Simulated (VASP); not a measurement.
Here is a VASP 6.6.1 calculation.

File INCAR:

```
PREC     = Accurate       # precision mode
ENCUT    = 600            # plane-wave cutoff, eV
EDIFF    = 1E-6           # SCF threshold, eV
ISMEAR   = 0              # smearing method
SIGMA    = 0.1            # smearing width, eV
LREAL    = False          # projectors in reciprocal space
LASPH    = True           # aspherical terms in the spheres
NELM     = 100            # most SCF steps
ALGO     = Normal         # electronic algorithm
ISIF     = 3              # what is computed and relaxed
LWAVE    = False          # write WAVECAR
LCHARG   = False          # write CHGCAR
GGA      = PE             # functional
IBRION   = 2              # ionic algorithm
NSW      = 90             # ionic steps
EDIFFG   = -0.04          # ionic threshold
```

Contents of KPOINTS:

```
regular mesh
0
Gamma
  6 6 6
```

POSCAR

```
Zn2GeO3
1.0
    2.3928064800      1.3814874700      3.9353968800
   -2.3928064800      1.3814874700      3.9353968800
    0.0000000000     -2.7629749400      3.9353968800
Zn Ge O
2 1 3
Direct
    0.6223710200      0.6223710200      0.6223710200
    0.3776289800      0.3776289800      0.3776289800
    0.0000000000      0.0000000000      0.0000000000
    0.5000000000      0.0000000000      0.0000000000
    0.0000000000      0.5000000000      0.0000000000
    0.0000000000      0.0000000000      0.5000000000
```

Potentials or basis: VASP PAW PBE potentials, release 64 (Zn, Ge_d, O).

Run with:

```bash
$ cat potpaw_PBE.64/Zn/POTCAR potpaw_PBE.64/Ge_d/POTCAR potpaw_PBE.64/O/POTCAR > POTCAR
$ mpirun -np 1 vasp_std > vasp.out
```

Problem. What does it give for the space group after relaxing (to 0.1 Å)?

Solution. R-3m (No. 166).

Problem. Estimate the relaxed cell.

Solution. a = 4.119 Å, b = 4.119 Å, c = 4.119 Å, α = 85.89°, β = 85.89°, γ = 85.89°.

Problem. What does it give for the band gap on the k mesh?

Solution. Zero (bands 28 and 29 overlap by 2.54 eV).

Problem. What does it give for the relaxed volume?

Solution. 11.56 Å³/atom.

Stress tensor (GPa, compression positive):
```
-0.32  0.00  0.00
 0.00 -0.32  0.00
 0.00  0.00  0.31
```
